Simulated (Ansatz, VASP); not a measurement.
## Cd in VASP and in Ansatz

Contents of INCAR:

```
PREC = Accurate ; ENCUT = 520
EDIFF = 1E-7 ; ISMEAR = -1
SIGMA = 0.08 ; LREAL = False
LASPH = True ; NELM = 80
ALGO = Normal ; ISIF = 2
LWAVE = False ; LCHARG = False
GGA = PE ; NBANDS = 12
```

Contents of KPOINTS:

```
regular mesh
0
Gamma
  14 14 14
```

The input POSCAR:

```
Cd
1.0
    2.8383779764      0.0000000000      0.0000000000
    0.0000000000      2.8383779764      0.0000000000
    0.0000000000      0.0000000000      2.8383779764
Cd
1
Direct
    0.0000000000      0.0000000000      0.0000000000
```

Input for Ansatz:

```yaml
crystal:
  lattice:
    - [2.8383779764, 0.0, 0.0]
    - [0.0, 2.8383779764, 0.0]
    - [0.0, 0.0, 2.8383779764]
  atoms:
    - { symbol: Cd, position: [0.0, 0.0, 0.0] }
kpoints:
  mp_grid: { grid: [14, 14, 14] }
scf:
  occupations: { method: fermi_dirac, width: 0.08 }
hamiltonian:
  xc: pbe
  pseudopotentials: { kind: paw }
output:
  forces: true
  stress: true
  eigenvalues: true
  populations: true
  write_density: true
  write_potential: true
  elf: true
  volumetric_format: npy
```

Change from the starting cell: volume scaled by 0.85, PAW files.

Alike in both runs: task single point; functional PBE; k mesh 14 × 14 × 14; occupations fermi-dirac, width 0.08 eV; no spin polarisation.

|  | VASP | Ansatz |
| --- | --- | --- |
| version | VASP 6.6.1 | Ansatz 0.2.0 |
| potentials or method | VASP PAW PBE potentials, release 64 (Cd) | PAW with Ansatz's default frozen-core files, scalar-relativistic |
| plane-wave cutoff (eV) | 520 | 420 |
| valence electrons in the cell | 12 | 20 |

```tsv
	VASP	Ansatz	Ansatz less VASP
pressure (GPa)	8.3	7.9	-0.42
```

VASP's potentials hold 12 valence electrons a cell and Ansatz's 20, so a difference there can come from the potentials and not from the codes.
